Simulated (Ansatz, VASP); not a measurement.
## Two plane-wave programs on KMgF3

```
K Mg F
1.0
     3.98590    0.00000    0.00000
     0.00000    3.98590    0.00000
     0.00000    0.00000    4.30477
K Mg F
1 1 3
Direct
  0.50000 0.50000 0.50000
  0.00000 0.00000 0.00000
  0.50000 0.00000 0.00000
  0.00000 0.50000 0.00000
  0.00000 0.00000 0.50000
```

Change from the starting cell: strain +0.000 along x and y, +0.080 along z, atoms carried along.

Alike in both runs: task single point; functional PBE; k mesh 6 × 6 × 6; occupations gaussian, width 0.05 eV; no spin polarisation.

|  | VASP | Ansatz |
| --- | --- | --- |
| version | VASP 6.6.1 | Ansatz 0.2.0 |
| potentials or method | VASP PAW PBE potentials, release 64 (K_sv, Mg, F), cutoff 520 eV | scalar-relativistic, plane waves, PAW |
| valence electrons in the cell | 32 | 40 |

|  | VASP | Ansatz | Ansatz less VASP |
| --- | --- | --- | --- |
| gap on the k mesh at the Fermi level (eV) | 6.71 | 6.74 | +0.031 |
| least direct gap on the mesh (eV) | 7.02 | 7.05 | +0.029 |
| pressure (GPa) | -1.5 | -1.1 | +0.42 |
| traceless stress, the component that is largest in VASP (GPa) | -3.36 | -3.36 | -0.002 |

VASP's potentials hold 32 valence electrons a cell and Ansatz's 40, so a difference there can come from the potentials and not from the codes.
